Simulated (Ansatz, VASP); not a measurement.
## One calculation of HfB2, two programs

```xyz
3
Lattice="3.1400 0.0000 0.0000 -1.5700 2.7193 0.0000 0.0000 0.0000 3.5496" Properties=species:S:1:pos:R:3 pbc="T T T"
Hf    0.0000    0.0000    0.0000
B     0.0000    1.8129    1.7748
B     1.5700    0.9064    1.7748
```

Change from the starting cell: zz strain of +2 %.

Alike in both runs: task single point; functional PBE; k mesh 13 × 13 × 11; occupations fermi-dirac, width 0.05 eV; no spin polarisation.

|  | VASP | Ansatz |
| --- | --- | --- |
| version | VASP 6.6.1 | Ansatz 0.2.0 |
| potentials or method | VASP PAW PBE potentials, release 64 (Hf_pv, B), cutoff 520 eV | all-electron LAPW, scalar-relativistic |

```csv
,VASP,Ansatz,Ansatz less VASP
pressure (GPa),-3.5,-3.0,+0.53
"traceless stress, the component that is largest in VASP (GPa)",-3.99,-4.08,-0.087
```

Ansatz ran all-electron here, and VASP with PAW potentials.

Neither program's run includes spin-orbit coupling.
